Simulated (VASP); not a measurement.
A run of VASP 6.6.1 is set up as follows.

The input INCAR:

```
  ALGO = Normal
  EDIFF = 1E-6
  ENCUT = 520
  GGA = PE
  ISIF = 2
  ISMEAR = 0
  LASPH = True
  LCHARG = True
  LELF = True
  LREAL = False
  LVHAR = True
  LWAVE = False
  NBANDS = 14
  NELM = 60
  PREC = Accurate
  SIGMA = 0.05
```

File KPOINTS:

```
k-points
0
Gamma
  12 12 12
```

POSCAR

```
SbOs
1.0
    0.0000000000      2.8012127514      2.8012127514
    2.8012127514      0.0000000000      2.8012127514
    2.8012127514      2.8012127514      0.0000000000
Os Sb
1 1
Direct
    0.5000000000      0.5000000000      0.5000000000
    0.0000000000      0.0000000000      0.0000000000
```

Potentials or basis: VASP PAW PBE potentials, release 64 (Os, Sb).

Run with:

```bash
$ cat potpaw_PBE.64/Os/POTCAR potpaw_PBE.64/Sb/POTCAR > POTCAR
$ mpirun -np 1 vasp_std > vasp.out
```

(1) What does it give for the pressure?

Answers

(1) -11.6 GPa.
